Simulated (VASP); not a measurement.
A run of VASP 6.6.1:

INCAR

```
PREC = Accurate
ENCUT = 520
EDIFF = 1E-6
ISMEAR = 0
SIGMA = 0.05
LREAL = False
LASPH = True
NELM = 100
ALGO = Normal
ISIF = 2
LWAVE = False
LCHARG = True
GGA = PS
LELF = True
LVHAR = True
NBANDS = 26
```

The input KPOINTS:

```
Automatic mesh
0
Gamma
  14 14 14
```

File POSCAR:

```
TiTc2
1.0
   -1.5409526265      1.5256956698      4.6160380583
    1.5409526265     -1.5256956698      4.6160380583
    1.5409526265      1.5256956698     -4.6160380583
Ti Tc
1 2
Direct
    0.0000000000      0.0000000000      0.0000000000
    0.3328301835      0.3328301835      0.0000000000
    0.6671698165      0.6671698165      0.0000000000
```

Potentials or basis: VASP PAW PBE potentials, release 64 (Ti_sv, Tc_pv).

Launch:

```sh
$ cat potpaw_PBE.64/Ti_sv/POTCAR potpaw_PBE.64/Tc_pv/POTCAR > POTCAR
$ mpirun -np 1 vasp_std > vasp.out
```

Hardware: 1 thread of Intel(R) Xeon(R) Platinum 8375C CPU @ 2.90GHz (Ice Lake), with other jobs on the host.

Q: How long does it take, and how much memory?

A: It took 14 min on 1 thread of Intel(R) Xeon(R) Platinum 8375C CPU @ 2.90GHz (Ice Lake), with other jobs on the host, peak memory 0.59 GiB. Counts: scf iterations 14, k points 428.
